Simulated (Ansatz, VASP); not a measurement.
# Cs in VASP and in Ansatz

File INCAR:

```
PREC = Accurate
ENCUT = 520
EDIFF = 1E-7
ISMEAR = -1
SIGMA = 0.1
LREAL = False
LASPH = True
NELM = 60
ALGO = Normal
ISIF = 2
LWAVE = False
LCHARG = False
GGA = RP
NBANDS = 10
```

The input KPOINTS:

```
Automatic mesh
0
Gamma
  12 12 12
```

The input POSCAR:

```
Cs
1.0
   -3.2831262320      3.2831262320      3.2831262320
    3.2831262320     -3.2831262320      3.2831262320
    3.2831262320      3.2831262320     -3.2831262320
Cs
1
Direct
    0.0000000000      0.0000000000      0.0000000000
```

Input for Ansatz:

```yaml
crystal:
  lattice:
    - [-3.283126232, 3.283126232, 3.283126232]
    - [3.283126232, -3.283126232, 3.283126232]
    - [3.283126232, 3.283126232, -3.283126232]
  atoms:
    - { symbol: Cs, position: [0.0, 0.0, 0.0] }
hamiltonian:
  xc: rpbe
  pseudopotentials:
    kind: paw
    azcp:
      Cs: "pseudopotentials/Cs.paw.azcp"
basis:
  ecutwfc: 420
  fft_grid_basis: typed
kpoints:
  mp_grid: { grid: [12, 12, 12], shift: [0, 0, 0] }
magnetization:
  spin_polarized: false
scf:
  occupations: { method: fermi_dirac, width: 0.1 }
output:
  stress: true
```

Alike in both runs: task single point; functional RPBE; k mesh 12 × 12 × 12; occupations fermi-dirac, width 0.1 eV; no spin polarisation.

|  | VASP | Ansatz |
| --- | --- | --- |
| version | VASP 6.6.1 | Ansatz 0.2.0 |
| potentials or method | VASP PAW PBE potentials, release 64 (Cs_sv), cutoff 520 eV | plane waves (420 eV) with PAW, scalar-relativistic |
| valence electrons in the cell | 9 | 9 |

|  | VASP | Ansatz | Ansatz less VASP |
| --- | --- | --- | --- |
| pressure (GPa) | -0.1 | -0.1 | +0.01 |

VASP's potentials were made for PBE, not for RPBE.

Neither program's run includes spin-orbit coupling.
